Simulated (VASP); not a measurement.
A run of VASP 6.6.1 is set up as follows.

Contents of INCAR:

```
SYSTEM = Li14Ta17O48
ALGO = Normal
EDIFF = 1E-6
ENCUT = 650
GGA = PE
GGA_COMPAT = .False.
ISIF = 2
ISMEAR = 0
LASPH = .True.
LCHARG = .False.
LREAL = Auto
LWAVE = .False.
NBANDS = 304
NELECT = 514.0
NELM = 120
PREC = Accurate
SIGMA = 0.02
```

Contents of KPOINTS:

```
k-points
0
Gamma
  1 1 1
  0 0 0
```

The input POSCAR:

```
Li14Ta17O48
1.0
    5.1540000000      2.9756632874      9.1886666666
   -5.1540000000      2.9756632874      9.1886666666
    0.0000000000     -5.9513265748      9.1886666666
Ta Li O
17 14 48
Direct
    0.1457370008      0.1423877575      0.1453787243
    0.0056679833     -0.0062648844      0.0036724289
   -0.0058456667     -0.0114432608      0.5194737567
   -0.0108226182      0.5190627136     -0.0047650900
   -0.0022042879      0.5126612534      0.4898333196
    0.5199329742     -0.0065125050     -0.0128621002
    0.4983072152     -0.0059624782      0.5076208003
    0.5029889179      0.5000240363     -0.0030168358
    0.5014954929      0.5027067851      0.5015967136
    0.2547497879      0.2566816854      0.2554788147
    0.2425389057      0.2637073185      0.7353545884
    0.2627920685      0.7317825614      0.2437794657
    0.2532848660      0.7484158322      0.7548345627
    0.7350381950      0.2463042020      0.2604148039
    0.7531172140      0.2540665737      0.7505677540
    0.7515605144      0.7527993580      0.2519077762
    0.7505722271      0.7442678033      0.7488449076
    0.1319211455      0.1406353481      0.6468158491
    0.3901073976      0.3916359192     -0.1127520232
    0.1507817735      0.6378496819      0.6366858921
    0.6477406183      0.1343188100      0.1370767540
    0.6374482096      0.1506020706      0.6362953267
    0.6354720025      0.6394147654      0.1504425508
    0.6397014441      0.6377272493      0.6400874859
    0.3943314770      0.3902513450      0.3962350696
    0.3910543972      0.8879851306      0.3887435746
    0.3902003444      0.8920501698      0.8894856825
    0.8886344986      0.3884398924      0.3927365355
    0.8890203948      0.3817571042      0.8870072721
    0.8884875956      0.8963655545      0.3873953081
    0.8960381369      0.8987086841      0.8972475562
    0.0626760213      0.1772994206      0.3516379224
    0.0596541445      0.1822742454      0.8595069290
    0.0540293346      0.6925951087      0.3685880648
    0.0552311486      0.6894583508      0.8630650896
    0.5548931735      0.1838728009      0.3642777389
    0.5547409710      0.1859532333      0.8630456565
    0.5585354655      0.6845505994      0.3596847761
    0.5565959576      0.6859432606      0.8645103356
    0.3512667449      0.0632696553      0.1770603132
    0.3647922634      0.0577740252      0.6851820246
    0.3700394738      0.5487230206      0.1893096960
    0.3583982511      0.5592756279      0.6839979995
    0.8631055720      0.0585390218      0.1824677185
    0.8622898132      0.0558852731      0.6889446990
    0.8620017323      0.5557927684      0.1867909669
    0.8622016196      0.5577068582      0.6846919721
    0.1770257499      0.3516838795      0.0636938386
    0.1835035885      0.3674748729      0.5532397422
    0.1888408388      0.8673400627      0.0558653149
    0.1854910127      0.8628410321      0.5557887199
    0.6863334414      0.3634063944      0.0566123009
    0.6834046054      0.3598669647      0.5589698142
    0.6888440761      0.8616236648      0.0552737160
    0.6856288733      0.8629653111      0.5576208632
    0.1087043050      0.4316513364      0.3132546031
    0.1110568574      0.4334307418      0.8112710164
    0.1146097554      0.9461390530      0.2940415493
    0.1135082422      0.9326597750      0.8079744408
    0.6138376158      0.4326567854      0.3079345331
    0.6145410256      0.4364368346      0.8071671373
    0.6080358847      0.9354128734      0.3085567197
    0.6110215329      0.9351086497      0.8056040552
    0.4378381440      0.3046239414      0.1132260449
    0.4316268987      0.3085840193      0.6119722062
    0.4313597147      0.8118569984      0.1130785419
    0.4367232319      0.8065660724      0.6123489095
    0.9470019800      0.2922447041      0.1151974863
    0.9336506761      0.3103287902      0.6109303501
    0.9257237557      0.8167553816      0.1101023762
    0.9355865449      0.8055128158      0.6132361250
    0.3046708835      0.1122283146      0.4376153125
    0.2928932967      0.1164243405      0.9448983172
    0.3083155094      0.6141418578      0.4323021917
    0.3171528071      0.6059056205      0.9287284113
    0.8111926926      0.1109189247      0.4315617122
    0.8087346508      0.1146727571      0.9314843428
    0.8056817236      0.6144824609      0.4370011279
    0.8055582547      0.6111151037      0.9374689546
```

Potentials or basis: VASP PAW PBE potentials, release 64 (Ta_pv, Li_sv, O).

Command:

```console
$ cat potpaw_PBE.64/Ta_pv/POTCAR potpaw_PBE.64/Li_sv/POTCAR potpaw_PBE.64/O/POTCAR > POTCAR
$ mpirun -np 1 vasp_gam > vasp.out
```

(1) Predict the largest force.

## Answers

(1) 0.163 eV/Å.

Caveat: the k points lie up to 0.74 Å⁻¹ apart; the cell carries a net charge on a neutralising background, which shifts energy and pressure.
